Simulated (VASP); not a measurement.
A run of VASP 6.6.1:

Contents of POSCAR:

```
LiCl
1.0
    0.0000000000      2.5751358841      2.5751358841
    2.5751358841      0.0000000000      2.5751358841
    2.5751358841      2.5751358841      0.0000000000
Li Cl
1 1
Direct
    0.0000000000      0.0000000000      0.0000000000
    0.5000000000      0.5000000000      0.5000000000
```

The input INCAR.step1:

```
SYSTEM = LiCl
PREC = Accurate ; ENCUT = 520
ISMEAR = 0 ; SIGMA = 0.02
LREAL = .FALSE. ; LASPH = .TRUE.
NELM = 80 ; NBANDS = 12
GGA = PE ; ALGO = Normal
EDIFF = 1E-4 ; LWAVE = .TRUE.
LCHARG = .FALSE.
```

File INCAR.step2:

```
SYSTEM = LiCl
PREC = Accurate ; ENCUT = 520
EDIFF = 1E-6 ; ISMEAR = 0
SIGMA = 0.02 ; LREAL = .FALSE.
LASPH = .TRUE. ; NELM = 80
ALGO = Normal ; ISIF = 2
LWAVE = .FALSE. ; LCHARG = .TRUE.
METAGGA = R2SCAN ; LMIXTAU = .TRUE.
LELF = .TRUE. ; LVHAR = .TRUE.
NBANDS = 12 ; ISTART = 1
```

Contents of KPOINTS:

```
regular mesh
0
G
  8 8 8
  0 0 0
```

Potentials or basis: VASP PAW PBE potentials, release 64 (Li_sv, Cl).

The run is started by

```sh
$ cat potpaw_PBE.64/Li_sv/POTCAR potpaw_PBE.64/Cl/POTCAR > POTCAR
$ cp INCAR.step1 INCAR
$ mpirun -np 1 vasp_std > vasp.out
$ cp INCAR.step2 INCAR
$ mpirun -np 1 vasp_std > vasp.out
```

Hardware: 1 thread of Intel Xeon 6975P-C (shared host).

Question: Estimate the wall time of this run.

Answer: Run time: 2.3 min on 1 thread of Intel Xeon 6975P-C, on a shared host, peak memory 0.13 GiB. Counts: k points 29.
